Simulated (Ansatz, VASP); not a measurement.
# Two plane-wave programs on Ni

```
Ni
1.0
     0.00000    1.73195    1.73195
     1.73195    0.00000    1.73195
     1.73195    1.73195    0.00000
Ni
1
Direct
  0.00000 0.00000 0.00000
```

Alike in both runs: functional r2SCAN; k mesh 11 × 11 × 11; no spin polarisation; Hubbard terms Ni d U = 3.0 eV.

Ansatz relaxed the structure, and its values are those at the end. VASP's run is a single point on that final structure, the one shown.

```csv
,VASP,Ansatz
version,VASP 6.6.1,Ansatz 0.2.0
potentials or method,"VASP PAW PBE potentials, release 64 (Ni), cutoff 520 eV",PAW plane waves
occupations,"methfessel-paxton of order 1, width 0.0173 eV","cold, width 0.0173 eV"
valence electrons in the cell,10,18
```

|  | VASP | Ansatz | Ansatz less VASP |
| --- | --- | --- | --- |
| gap on the k mesh at the Fermi level (eV) | none | none | - |
| pressure (GPa) | -7.1 | 0.0 | +7.16 |

VASP's potentials were made for PBE, not for r2SCAN. The programs project onto different local orbitals, so the same U acts differently, and such runs can settle in different states. A gap of «none» marks a metal or a gap that the smearing closes. VASP's potentials hold 10 valence electrons a cell and Ansatz's 18, so a difference there can come from the potentials and not from the codes. Ansatz's warnings: filled band counts differ across k points.
